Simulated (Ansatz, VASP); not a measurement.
ZrB: VASP beside Ansatz

Contents of POSCAR:

```
ZrB
1.0
    0.0000000000      2.4719460683      2.4719460683
    2.4719460683      0.0000000000      2.4719460683
    2.4719460683      2.4719460683      0.0000000000
Zr B
1 1
Direct
    0.5000000000      0.5000000000      0.5000000000
    0.0000000000      0.0000000000      0.0000000000
```

The input INCAR.step1:

```
SYSTEM = ZrB
PREC = Accurate
ENCUT = 520
ISMEAR = 0
SIGMA = 0.05
LREAL = .False.
LASPH = .True.
NELM = 60
NBANDS = 14
GGA = PE
ALGO = Normal
EDIFF = 1E-4
LWAVE = .True.
LCHARG = .False.
```

The input INCAR.step2:

```
SYSTEM = ZrB
PREC = Accurate
ENCUT = 520
EDIFF = 1E-6
ISMEAR = 0
SIGMA = 0.05
LREAL = .False.
LASPH = .True.
NELM = 60
ALGO = Normal
ISIF = 2
LWAVE = .False.
LCHARG = .False.
METAGGA = R2SCAN
LMIXTAU = .True.
NBANDS = 14
ISTART = 1
```

KPOINTS

```
regular mesh
0
Gamma
  12 12 12
  0 0 0
```

Input for Ansatz:

```yaml
crystal:
  lattice:
    - [0.0, 2.4719460683, 2.4719460683]
    - [2.4719460683, 0.0, 2.4719460683]
    - [2.4719460683, 2.4719460683, 0.0]
  atoms:
    - { symbol: Zr, position: [0.5, 0.5, 0.5] }
    - { symbol: B, position: [0.0, 0.0, 0.0] }
basis:
  ecutwfc: 500
  ecutrho_ratio: 4
kpoints:
  mp_grid: { grid: [12, 12, 12] }
hamiltonian:
  xc: r2scan
scf:
  occupations: { method: gaussian, width: 0.05 }
output:
  forces: true
  stress: true
  eigenvalues: true
```

Alike in both runs: task single point; functional r2SCAN; k mesh 12 × 12 × 12; occupations gaussian, width 0.05 eV; no spin polarisation.

```csv
,VASP,Ansatz
version,VASP 6.6.1,Ansatz 0.2.0
potentials or method,"VASP PAW PBE potentials, release 64 (Zr_sv, B), cutoff 520 eV","scalar-relativistic, plane waves, PAW"
valence electrons in the cell,15,15
```

|  | VASP | Ansatz | Ansatz less VASP |
| --- | --- | --- | --- |
| gap on the k mesh at the Fermi level (eV) | none | none | - |
| pressure (GPa) | -3.1 | -3.1 | -0.04 |

VASP's potentials were made for PBE, not for r2SCAN. A gap of «none» marks a metal or a gap that the smearing closes. The functional is the same, so the differences come from potentials, cutoffs and numerics.
